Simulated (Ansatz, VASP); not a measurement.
# One calculation of SiC, two programs

```
Si C
1.0
     0.00000    2.19045    2.19045
     2.19045    0.00000    2.19045
     2.19045    2.19045    0.00000
Si C
1 1
Cartesian
  0.0000 0.0000 0.0000
  1.0952 1.0952 1.0952
```

Alike in both runs: functional PBE; k mesh 10 × 10 × 10; occupations gaussian, width 0.02 eV; no spin polarisation.

Ansatz relaxed the structure, and its values are those at the end. VASP's run is a single point on that final structure, the one shown.

```csv
,VASP,Ansatz
version,VASP 6.6.1,Ansatz 0.2.0
potentials or method,"VASP PAW PBE potentials, release 64 (Si, C)","scalar-relativistic, plane waves, norm-conserving pseudopotentials"
plane-wave cutoff (eV),600,1116
valence electrons in the cell,8,8
```

VASP gave:

```
gap on the k mesh at the Fermi level (eV) : 1.37
least direct gap on the mesh (eV)         : 4.53
pressure (GPa)                            : -0.4
```

Q: Estimate Ansatz's values.

A: gap on the k mesh at the Fermi level (eV): 1.36; least direct gap on the mesh (eV): 4.53; pressure (GPa): 0.0.
